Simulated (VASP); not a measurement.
A run of VASP 6.6.1 is set up as follows.

POSCAR

```
LaPb3
1.0
    4.8930000000      0.0000000000      0.0000000000
    0.0000000000      4.8930000000      0.0000000000
    0.0000000000      0.0000000000      4.8930000000
La Pb
1 3
Direct
    0.0000000000      0.0000000000      0.0000000000
    0.0000000000      0.5000000000      0.5000000000
    0.5000000000      0.0000000000      0.5000000000
    0.5000000000      0.5000000000      0.0000000000
```

The input INCAR.step1:

```
SYSTEM = LaPb3
PREC     = Accurate       ! precision mode
ENCUT    = 600            ! plane-wave cutoff, eV
ISMEAR   = 1              ! smearing method
SIGMA    = 0.05           ! smearing width, eV
LREAL    = .False.        ! projectors in reciprocal space
LASPH    = .True.         ! aspherical terms in the spheres
NELM     = 100            ! most SCF steps
GGA      = PE             ! functional
ALGO     = Normal         ! electronic algorithm
EDIFF    = 1E-4           ! SCF threshold, eV
LWAVE    = .True.         ! write WAVECAR
LCHARG   = .False.        ! write CHGCAR
```

Contents of INCAR.step2:

```
SYSTEM = LaPb3
PREC     = Accurate       ! precision mode
ENCUT    = 600            ! plane-wave cutoff, eV
EDIFF    = 1E-6           ! SCF threshold, eV
ISMEAR   = 1              ! smearing method
SIGMA    = 0.05           ! smearing width, eV
LREAL    = .False.        ! projectors in reciprocal space
LASPH    = .True.         ! aspherical terms in the spheres
NELM     = 100            ! most SCF steps
ALGO     = Normal         ! electronic algorithm
ISIF     = 3              ! what is computed and relaxed
LWAVE    = .False.        ! write WAVECAR
LCHARG   = .False.        ! write CHGCAR
METAGGA  = R2SCAN         ! meta-GGA
LMIXTAU  = .True.       
IBRION   = 2              ! ionic algorithm
NSW      = 80             ! ionic steps
EDIFFG   = -0.02          ! ionic threshold
ISTART   = 1
```

KPOINTS

```
regular mesh
0
Gamma
  4 4 4
  0 0 0
```

Potentials or basis: VASP PAW PBE potentials, release 64 (La, Pb_d).

Run with:

```bash
$ cat potpaw_PBE.64/La/POTCAR potpaw_PBE.64/Pb_d/POTCAR > POTCAR
$ cp INCAR.step1 INCAR
$ mpirun -np 1 vasp_std > vasp.out
$ cp INCAR.step2 INCAR
$ mpirun -np 1 vasp_std > vasp.out
```

(1) What does it give for the relaxed volume?

(2) Estimate the relaxed cell.

(3) Predict the space group after relaxing (to 0.1 Å).

Answers

(1) 30.58 Å³/atom.

(2) a = 4.964 Å, b = 4.964 Å, c = 4.964 Å, α = 90.00°, β = 90.00°, γ = 90.00°.

(3) Pm-3m (No. 221).

Caveat: the PAW data sets were made with another functional, which shifts forces and pressure a little.
